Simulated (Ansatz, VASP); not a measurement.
Two plane-wave programs on CoH

The input INCAR:

```
SYSTEM = CoH
  PREC = Accurate
  ENCUT = 520
  EDIFF = 1E-6
  ISMEAR = -1
  SIGMA = 0.1
  LREAL = .False.
  LASPH = .True.
  NELM = 150
  ALGO = Normal
  ISIF = 2
  LWAVE = .False.
  LCHARG = .False.
  ISPIN = 2
  MAGMOM = 2.5 0
  LORBIT = 11
  LMAXMIX = 4
  GGA = PS
  NBANDS = 16
```

The input KPOINTS:

```
Automatic mesh
0
Gamma
  13 13 13
  0 0 0
```

File POSCAR:

```
CoH
1.0
    0.0000000000      1.8180540548      1.8180540548
    1.8180540548      0.0000000000      1.8180540548
    1.8180540548      1.8180540548      0.0000000000
Co H
1 1
Direct
    0.0000000000      0.0000000000      0.0000000000
    0.5000000000      0.5000000000      0.5000000000
```

Input for Ansatz:

```yaml
crystal:
  lattice:
    - [0.0, 1.8180540547728927, 1.8180540547728927]
    - [1.8180540547728927, 0.0, 1.8180540547728927]
    - [1.8180540547728927, 1.8180540547728927, 0.0]
  atoms:
    - { symbol: Co, position: [0.0, 0.0, 0.0], spin: 2.5 }
    - { symbol: H, position: [0.5, 0.5, 0.5] }
basis:
  ecutwfc: 476.19925930478996
  xc_grid: 2
kpoints:
  mp_grid:
    grid: [13, 13, 13]
hamiltonian:
  xc: pbesol
magnetization:
  spin_polarized: true
scf:
  self_checks: high
  convergence:
    dr2_threshold: 1.0e-07
  occupations:
    method: fermi_dirac
    width: 0.1
output:
  stress: true
```

Alike in both runs: task single point; functional PBEsol; k mesh 13 × 13 × 13; occupations fermi-dirac, width 0.1 eV; collinear spin.

|  | VASP | Ansatz |
| --- | --- | --- |
| version | VASP 6.6.1 | Ansatz 0.2.0 |
| potentials or method | VASP PAW PBE potentials, release 64 (Co, H), cutoff 520 eV | plane waves, PAW |
| valence electrons in the cell | 10 | 18 |

```csv
,VASP,Ansatz,Ansatz less VASP
gap on the k mesh at the Fermi level (eV),none,none,-
pressure (GPa),2.7,3.1,+0.41
net moment per atom (μB),0.55,0.56,+0.005
size of the moment on the site where the two differ most (μB),1.13,1.09,-0.035
```

VASP's potentials were made for PBE, not for PBEsol. Site moments also hang on the region over which each program counts them. A gap of «none» marks a metal or a gap that the smearing closes. VASP's potentials hold 10 valence electrons a cell and Ansatz's 18, so a difference there can come from the potentials and not from the codes. Ansatz's warnings: stress scf threshold loose.
